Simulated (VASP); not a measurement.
# Be in VASP: a series of runs

The runs below take Be through single point, relaxation of cell and atoms, with PBE.

Everything below comes from runs of VASP 6.6.1. Logs are shortened: lines on timing, memory, paths and dates and some standing lists are left out, and cuts for length are marked.

### 1 The cell of the first run

It takes space group I4/mmm (No. 139, tetragonal). Conventional cell: a = 2.507 Å, b = 2.507 Å, c = 2.491 Å, α = 90.00°, β = 90.00°, γ = 90.00°. Be (site symmetry 4/mmm) has 14 Be at 2.17 to 2.51 Å within 2.9 Å.

### 2 Single point, PBE

INCAR

```
SYSTEM = Be
PREC = Accurate ; ENCUT = 520
EDIFF = 1E-7 ; ISMEAR = 0
SIGMA = 0.1 ; LREAL = .FALSE.
LASPH = .TRUE. ; NELM = 60
ALGO = Normal ; ISIF = 2
LWAVE = .FALSE. ; LCHARG = .FALSE.
GGA = PE ; NBANDS = 9
```

KPOINTS

```
regular mesh
0
G
  6 6 8
  0 0 0
```

POSCAR

```
Be
1.0
    2.5065255419      0.0000000000      0.0000000000
    0.0000000000      2.5065255419      0.0000000000
    0.0000000000      0.0000000000      2.4907884074
Be
2
Direct
    0.5000000000      0.0000000000      0.2500003387
    0.0000000000      0.5000000000      0.7499996613
```

Potentials or basis: VASP PAW PBE potentials, release 64 (Be).

The run is started by

```console
$ cat potpaw_PBE.64/Be/POTCAR > POTCAR
$ mpirun -np 1 vasp_std > vasp.out
```

OUTCAR:

```text
SYSTEM = Be
   PREC = Accurate
   ENCUT = 520
   EDIFF = 1E-7
   ISMEAR = 0
   LREAL = .FALSE.
   LASPH = .TRUE.
   NELM = 60
   ISIF = 2
   GGA = PE

 ion  position               nearest neighbor table
   1  0.500  0.000  0.250-   2 2.17   2 2.17   2 2.17   2 2.17   2 2.17   2 2.17   2 2.17   2 2.17

   2  0.000  0.500  0.750-   1 2.17   1 2.17   1 2.17   1 2.17   1 2.17   1 2.17   1 2.17   1 2.17

  LATTYP: Found a simple tetragonal cell.
 ALAT       =     2.5065255419
 C/A-ratio  =     0.9937215344

  Lattice vectors:

 A1 = (   2.5065255419,   0.0000000000,   0.0000000000)
 A2 = (   0.0000000000,   2.5065255419,   0.0000000000)
 A3 = (   0.0000000000,   0.0000000000,   2.4907884074)

Analysis of symmetry for initial positions (statically):
=====================================================================
 Subroutine PRICEL returns following result:

  LATTYP: Found a body centered tetragonal cell.
 ALAT       =     2.5065255419
 C/A-ratio  =     0.9937215344

  Lattice vectors:

 A1 = (  -1.2532627709,  -1.2532627710,  -1.2453958910)
 A2 = (   1.2532627709,   1.2532627710,  -1.2453925164)
 A3 = (   1.2532627709,  -1.2532627709,   1.2453958910)

   2 primitive cells build up your supercell.

 Routine SETGRP: Setting up the symmetry group for a
 simple tetragonal supercell.

 Subroutine GETGRP returns: Found 16 space group operations
 (whereof  8 operations were pure point group operations)
 out of a pool of 16 trial point group operations.

The static configuration has the point symmetry D_2d.
 The point group associated with its full space group is D_4h.

Analysis of symmetry for dynamics (positions and initial velocities):
=====================================================================
 Subroutine PRICEL returns following result:

  LATTYP: Found a body centered tetragonal cell.
 ALAT       =     2.5065255419
 C/A-ratio  =     0.9937215344

  Lattice vectors:

 A1 = (  -1.2532627709,  -1.2532627710,  -1.2453958910)
 A2 = (   1.2532627709,   1.2532627710,  -1.2453925164)
 A3 = (   1.2532627709,  -1.2532627709,   1.2453958910)

   2 primitive cells build up your supercell.

 Routine SETGRP: Setting up the symmetry group for a
 simple tetragonal supercell.

 Subroutine GETGRP returns: Found 16 space group operations
 (whereof  8 operations were pure point group operations)
 out of a pool of 16 trial point group operations.

[... 97 lines left out ...]
   ENCUT  =  520.0 eV  38.22 Ry    6.18 a.u.   4.66  4.66  4.63*2*pi/ulx,y,z
   NELM   =     60;   NELMIN=  2; NELMDL= -5     # of ELM steps
   EDIFF  = 0.1E-06   stopping-criterion for ELM
   LREAL  =      F    real-space projection
   EDIFFG = 0.1E-05   stopping-criterion for IOM
   NSW    =      0    number of steps for IOM
   IBRION =     -1    ionic relax: 0-MD 1-quasi-New 2-CG
   NFREE  =      0    steps in history (QN), initial steepest desc. (CG)
   ISIF   =      2    stress and relaxation
   ISYM   =      2    0-nonsym 1-usesym 2-fastsym
   POTIM  = 0.5000    time-step for ionic-motion
   TEBEG  =    0.0;   TEEND  =   0.0 temperature during run
   PSTRESS=    0.0 pullay stress
   NELECT =       4.0000    total number of electrons
   NUPDOWN=      -1.0000    fix difference up-down
   EMIN   =  10.00;   EMAX   =-10.00  energy-range for DOS
   EFERMI =   0.00;   METHOD = LEGACY
   ISMEAR =     0;   SIGMA  =   0.10  broadening in eV -4-tet -1-fermi 0-gaus
   EFERMI_NEDOS =   21; number of points for ismear=-14 and -15
   IALGO  =     38    algorithm
   IMIX   =      4    mixing-type and parameters
     AMIX     =   0.40;   BMIX     =  1.00
     AMIX_MAG =   1.60;   BMIX_MAG =  1.00
  volume/ion in A,a.u.               =       7.82        52.80
  Fermi-wavevector in a.u.,A,eV,Ry     =   1.038965  1.963360 14.686799  1.079449
  Thomas-Fermi vector in A             =   2.173474
   LORBIT       =      0    0 simple, 1 ext, 2 COOP (PROOUT), +10 PAW based schemes
   GGA     = PE    functional components
   LHFCALC =     F    Hartree Fock is set to
   AEXX    =    0.0000 exact exchange contribution
   IVDW    =     0    specifies the selected vdW correction
   LEPSILON=     F    determine dielectric tensor
   LRPA    =     F    only Hartree local field effects (RPA)
 non-spin polarized calculation
 Gauss-broadening in eV      SIGMA  =   0.10
  energy-cutoff  :      520.00
  volume of cell :       15.65
 maximum number of plane-waves:       441
 NGX is ok and might be reduce to    20

 number of electron       4.0000000 magnetization

 Free energy of the ion-electron system (eV)
  ---------------------------------------------------
  ext. energy  EPLUGINS =         0.00000000
  ---------------------------------------------------
  free energy    TOTEN  =        -7.30735830 eV

  energy without entropy =       -7.30438721  energy(sigma->0) =       -7.30587276

 E-fermi :   8.1046     XC(G=0): -10.6464

 val. band max:        8.0573451749   @ k =   0.1667   0.1667   0.1250
 cond. band min:       8.1335725355   @ k =   0.1667   0.0000   0.1250
 fundamental gap:      0.0762273605
 Fermi energy:         8.1045560594

 k-point     1 :       0.0000    0.0000    0.0000
  band No.  band energies     occupation
      1      -4.2986      2.00000
      2      11.8749      0.00000
      3      11.8749      0.00000
      4      12.1235      0.00000
      5      17.7288      0.00000
      6      17.8819      0.00000
      7      26.4293      0.00000
      8      27.3910      0.00000
      9      27.3914      0.00000
[... 265 lines left out ...]
 k-point    24 :       0.5000    0.0000    0.2500
  band No.  band energies     occupation
      1       1.1416      2.00000
      2       1.1416      2.00000
      3      12.2069      0.00000
      4      12.2069      0.00000
      5      18.4724      0.00000
      6      18.4724      0.00000
      7      24.0411      0.00000
      8      24.0411      0.00000
      9      30.6502      0.00000

 [... further k-points ...]
[... 5 lines left out ...]
  --------------------------------------------------------------------------------------
  -------------------------------------------------------------------------------------
  Total        0.0170140      0.0170140      0.0058139      0.0000000      0.0000000      0.0000000
  in kB        1.7419541      1.7419541      0.5952422      0.0000000      0.0000000      0.0000000
  external PRESSURE =       1.3597168 kB  Pullay stress =       0.0000000 kB

 VOLUME and BASIS-vectors are now :
 -----------------------------------------------------------------------------
  energy-cutoff  :      520.00
  volume of cell :       15.65
      direct lattice vectors                 reciprocal lattice vectors
     2.506525542  0.000000000  0.000000000     0.398958631  0.000000000  0.000000000
     0.000000000  2.506525542  0.000000000     0.000000000  0.398958631  0.000000000
     0.000000000  0.000000000  2.490788407     0.000000000  0.000000000  0.401479306

 POSITION                                       TOTAL-FORCE (eV/Angst)
 -----------------------------------------------------------------------------------
      1.25326      0.00000      0.62270        -0.000000      0.000000      0.000000
      0.00000      1.25326      1.86809         0.000000      0.000000      0.000000
 -----------------------------------------------------------------------------------
    total drift:                               -0.000000     -0.000000      0.000011

  FREE ENERGIE OF THE ION-ELECTRON SYSTEM (eV)
  ---------------------------------------------------
  free  energy   TOTEN  =        -7.3073582987 eV

  energy  without entropy=       -7.3043872122  energy(sigma->0) =       -7.30587276
```

OSZICAR:

```text
N       E                     dE             d eps       ncg     rms          rms(c)
DAV:   1    -0.266054100636E+01   -0.26605E+01   -0.18192E+03   908   0.370E+02
DAV:   2    -0.732395926022E+01   -0.46634E+01   -0.45462E+01  1270   0.553E+01
DAV:   3    -0.736811154321E+01   -0.44152E-01   -0.44063E-01  1039   0.374E+00
DAV:   4    -0.736816001835E+01   -0.48475E-04   -0.48473E-04  1230   0.135E-01
DAV:   5    -0.736816003978E+01   -0.21428E-07   -0.21541E-07  1039   0.240E-03    0.111E+00
DAV:   6    -0.732450833640E+01    0.43652E-01   -0.48664E-03  1034   0.750E-01    0.685E-01
DAV:   7    -0.730740435449E+01    0.17104E-01   -0.47957E-03  1015   0.781E-01    0.257E-02
DAV:   8    -0.730735775338E+01    0.46601E-04   -0.14924E-05  1013   0.381E-02    0.990E-03
DAV:   9    -0.730735837254E+01   -0.61915E-06   -0.18920E-06  1166   0.106E-02    0.417E-04
DAV:  10    -0.730735829871E+01    0.73824E-07   -0.20988E-09   632   0.581E-04
   1 F= -.73073583E+01 E0= -.73058728E+01  d E =-.297109E-02
```

Run time: 8.9 s. Hardware: 1 thread of AMD EPYC 7R43 (Zen 3), shared host; peak memory 0.09 GiB.

What came out:

| Property | Result |
| --- | --- |
| Free energy | -7.3074 eV |
| Pressure | 0.1 GPa |
| Band gap on the k mesh | zero (band 2 reaches 11.87 eV, above the bottom of band 3 at 7.29 eV) |

Caveat: the k points lie up to 0.42 Å⁻¹ apart.

### 3 Single point, PBE

This run uses another cell than the first one: it holds 1 atom, not 2.

INCAR

```
  ALGO = Fast
  EDIFF = 1E-7
  ENCUT = 520
  GGA = PE
  ISIF = 2
  ISMEAR = 0
  LASPH = T
  LCHARG = T
  LELF = T
  LREAL = F
  LVHAR = T
  LWAVE = F
  NBANDS = 7
  NELM = 80
  PREC = Accurate
  SIGMA = 0.1
```

KPOINTS

```
k-points
0
Gamma
  30 30 30
```

POSCAR

```
Be
1.0
   -1.2500877840      1.2500877840      1.2500877840
    1.2500877840     -1.2500877840      1.2500877840
    1.2500877840      1.2500877840     -1.2500877840
Be
1
Direct
    0.0000000000      0.0000000000      0.0000000000
```

Potentials or basis: VASP PAW PBE potentials, release 64 (Be).

The run is started by

```console
$ cat potpaw_PBE.64/Be/POTCAR > POTCAR
$ mpirun -np 1 vasp_std > vasp.out
```

Run time: 39 s. Hardware: 1 thread of AMD EPYC 7R43 (Zen 3), shared host; peak memory 0.11 GiB.

It converged, with:

- Free energy: -3.6674 eV
- Pressure: 0.2 GPa
- Band gap on the k mesh: zero (band 1 reaches 11.97 eV, above the bottom of band 2 at 6.62 eV)

Levels at points of the mesh, in eV from the Fermi level:
```
           k point  band 1  band 2  band 3  band 4  band 5
(0.00, 0.00, 0.00)  -12.32   19.41   19.41   19.41   30.80
(0.50, 0.00, 0.00)   -5.29    0.35   12.27   15.48   20.42
(0.50, 0.50, 0.50)    3.94    3.94    3.94    9.79    9.79
```

### 4 Relaxation of cell and atoms, PBE

This run uses another cell than the first one: it holds 1 atom, not 2.

INCAR

```
ALGO = Normal
EDIFF = 1E-7
EDIFFG = -0.01
ENCUT = 600
GGA = PE
IBRION = 2
ISIF = 3
ISMEAR = 0
LASPH = True
LCHARG = False
LREAL = False
LWAVE = False
NELM = 100
NSW = 100
PREC = Accurate
SIGMA = 0.1
```

KPOINTS is that of step 3.

POSCAR

```
Be
1.0
   -1.2506399152      1.2506399152      1.2506399152
    1.2506399152     -1.2506399152      1.2506399152
    1.2506399152      1.2506399152     -1.2506399152
Be
1
Direct
    0.0000000000      0.0000000000      0.0000000000
```

Potentials or basis: VASP PAW PBE potentials, release 64 (Be).

The run is started by

```console
$ cat potpaw_PBE.64/Be/POTCAR > POTCAR
$ mpirun -np 1 vasp_std > vasp.out
```

OUTCAR:

```text
EDIFF = 1E-7
   EDIFFG = -0.01
   ENCUT = 600
   GGA = PE
   IBRION = 2
   ISIF = 3
   ISMEAR = 0
   LASPH = True
   LREAL = False
   NELM = 100
   NSW = 100
   PREC = Accurate

 ion  position               nearest neighbor table
   1  0.000  0.000  0.000-

  LATTYP: Found a body centered cubic cell.
 ALAT       =     2.5012798304

  Lattice vectors:

 A1 = (  -1.2506399152,   1.2506399152,   1.2506399152)
 A2 = (   1.2506399152,  -1.2506399152,   1.2506399152)
 A3 = (   1.2506399152,   1.2506399152,  -1.2506399152)

Analysis of symmetry for initial positions (statically):
=====================================================================
 Subroutine PRICEL returns:
 Original cell was already a primitive cell.

 Routine SETGRP: Setting up the symmetry group for a
 body centered cubic supercell.

 Subroutine GETGRP returns: Found 48 space group operations
 (whereof 48 operations were pure point group operations)
 out of a pool of 48 trial point group operations.

The static configuration has the point symmetry O_h .

[... 154 lines left out ...]
  ext. energy  EPLUGINS =         0.00000000
  ---------------------------------------------------
  free energy    TOTEN  =        -3.66743319 eV

  energy without entropy =       -3.66698129  energy(sigma->0) =       -3.66720724

 E-fermi :   8.0180     XC(G=0): -10.6464

 val. band max:        7.9842480390   @ k =  -0.4000  -0.4000   0.1333
 cond. band min:       8.0300440095   @ k =   0.2667   0.2667   0.1667
 fundamental gap:      0.0457959705
 Fermi energy:         8.0180141044

 k-point     1 :       0.0000    0.0000    0.0000
  band No.  band energies     occupation
      1      -4.2987      2.00000
      2      27.4084      0.00000
      3      27.4084      0.00000
      4      27.4084      0.00000
      5      38.7893      0.00000
[... 177 lines left out ...]
 k-point    24 :       0.2667    0.0333    0.0000
  band No.  band energies     occupation
      1      -1.4540      2.00000
      2      16.3707      0.00000
      3      22.0788      0.00000
      4      24.6140      0.00000
      5      31.0262      0.00000

 [... further k-points ...]
[... 5 lines left out ...]
  --------------------------------------------------------------------------------------
  -------------------------------------------------------------------------------------
  Total       -0.0000178     -0.0000178     -0.0000178     -0.0000000     -0.0000000     -0.0000000
  in kB       -0.0036401     -0.0036401     -0.0036401     -0.0000000     -0.0000000     -0.0000000
  external PRESSURE =      -0.0036401 kB  Pullay stress =       0.0000000 kB

 VOLUME and BASIS-vectors are now :
 -----------------------------------------------------------------------------
  energy-cutoff  :      600.00
  volume of cell :        7.82
      direct lattice vectors                 reciprocal lattice vectors
    -1.250639915  1.250639915  1.250639915     0.000000000  0.399795332  0.399795332
     1.250639915 -1.250639915  1.250639915     0.399795332  0.000000000  0.399795332
     1.250639915  1.250639915 -1.250639915     0.399795332  0.399795332  0.000000000

 POSITION                                       TOTAL-FORCE (eV/Angst)
 -----------------------------------------------------------------------------------
      0.00000      0.00000      0.00000         0.000000      0.000000      0.000000
 -----------------------------------------------------------------------------------
    total drift:                               -0.000000     -0.000000     -0.000000

  FREE ENERGIE OF THE ION-ELECTRON SYSTEM (eV)
  ---------------------------------------------------
  free  energy   TOTEN  =        -3.6674331921 eV

  energy  without entropy=       -3.6669812881  energy(sigma->0) =       -3.66720724

 reached required accuracy - stopping structural energy minimisation
```

OSZICAR:

```text
N       E                     dE             d eps       ncg     rms          rms(c)
DAV:   1    -0.149654440630E+01   -0.14965E+01   -0.12360E+03  7865   0.369E+02
DAV:   2    -0.368698535560E+01   -0.21904E+01   -0.20066E+01 10025   0.429E+01
DAV:   3    -0.369775234320E+01   -0.10767E-01   -0.10648E-01  9185   0.250E+00
DAV:   4    -0.369775880925E+01   -0.64661E-05   -0.64655E-05 11445   0.531E-02
DAV:   5    -0.369775881228E+01   -0.30278E-08   -0.23073E-08  9345   0.333E-04    0.786E-01
DAV:   6    -0.367598767659E+01    0.21771E-01   -0.24593E-03  9110   0.698E-01    0.484E-01
DAV:   7    -0.366745617206E+01    0.85315E-02   -0.24224E-03  8530   0.729E-01    0.182E-02
DAV:   8    -0.366743297354E+01    0.23199E-04   -0.71979E-06  9210   0.339E-02    0.684E-03
DAV:   9    -0.366743320989E+01   -0.23635E-06   -0.97658E-07 10310   0.100E-02    0.312E-04
DAV:  10    -0.366743319213E+01    0.17763E-07   -0.72831E-10  7065   0.456E-04
   1 F= -.36674332E+01 E0= -.36672072E+01  d E =-.366743E+01
```

Run time: 47 s. Hardware: 1 thread of AMD EPYC 7R43 (Zen 3), shared host; peak memory 0.11 GiB.

What came out:

| Item | Value |
| --- | --- |
| Free energy | -3.6674 eV |
| Pressure after relaxing | 0.0 GPa |
| Band gap on the k mesh | zero (band 1 reaches 11.96 eV, above the bottom of band 2 at 6.61 eV) |

Final structure:
```
CELL_PARAMETERS angstrom
-1.25064 1.25064 1.25064
1.25064 -1.25064 1.25064
1.25064 1.25064 -1.25064
ATOMIC_POSITIONS crystal
Be 0.00000 0.00000 0.00000
```

Levels at points of the mesh, in eV from the Fermi level:
| k point | band 1 | band 2 | band 3 | band 4 | band 5 |
| --- | --- | --- | --- | --- | --- |
| (0.00, 0.00, 0.00) | -12.32 | 19.39 | 19.39 | 19.39 | 30.77 |
| (0.50, 0.00, 0.00) | -5.28 | 0.35 | 12.26 | 15.47 | 20.41 |
| (0.50, 0.50, 0.50) | 3.94 | 3.94 | 3.94 | 9.79 | 9.79 |

Caveat: the relaxation stopped at its first step, so nothing moved.

### 5 Overview

| task | cell | k mesh | cutoff (eV) | gap on the mesh (eV) | pressure (GPa) |
| --- | --- | --- | --- | --- | --- |
| single point | a = 2.507, b = 2.507, c = 2.491 Å, 2 atoms | 6 × 6 × 8 | 520 | none | 0.1 |
| single point | a = 2.165 Å, angles 109.5°, 1 atom | 30 × 30 × 30 | 520 | none | 0.2 |
| relaxation of cell and atoms | relaxed from a = 2.166 Å, angles 109.5°, 1 atom | 30 × 30 × 30 | 600 | none | 0.0 |

Alike in all rows: level PBE; potentials or basis VASP PAW PBE potentials, release 64 (Be); no spin polarisation; smearing gaussian 0.1 eV.

Caveats: some runs use coarse meshes; the relaxation stopped at its first step, so nothing moved (some runs).

Total energies depend on the potentials used, so only differences within one code and one set of settings carry meaning.
